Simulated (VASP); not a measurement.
Runs of VASP 6.6.1 on S. The structure is that of space group Fm-3m (No. 225), or close to it. The cells are those of the table. This isn't the form of S at room conditions, which is orthorhombic, of S8 rings.

```tsv
task	cell	gap on the mesh (eV)	pressure (GPa)
single point	a = 2.661 Å, angles 60.0°, 1 atom	none	19.7
single point	a = 2.821 Å, angles 60.0°, 1 atom	none	-0.2
relaxation of cell and atoms	relaxed to 5 GPa from a = 2.970 Å, angles 60.0°, 1 atom	none	5.0
single point	a = 2.726 Å, angles 60.0°, 1 atom	none	9.8
relaxation of cell and atoms	relaxed to 20 GPa from a = 2.970 Å, angles 60.0°, 1 atom	none	20.2
single point	a = 2.768 Å, angles 60.0°, 1 atom	none	(a)
relaxation of cell and atoms	relaxed from a = 2.970 Å, angles 60.0°, 1 atom	none	0.0
relaxation of cell and atoms	relaxed to 10 GPa from a = 2.970 Å, angles 60.0°, 1 atom	none	10.1
```

Alike in all rows: level PBE; potentials or basis VASP PAW PBE potentials, release 64 (S); no spin polarisation; k mesh 18 × 18 × 18; cutoff (eV) 500; smearing gaussian 0.1 eV.

Question: Estimate the missing entries.

Answer: (a) 4.8.

Caveats: the cell stands under pressure (at least some runs); the cell is relaxed towards a set pressure, so the run minimises the enthalpy, not the energy (at least some runs).

A gap of «none» marks levels without a gap at the run's occupations.
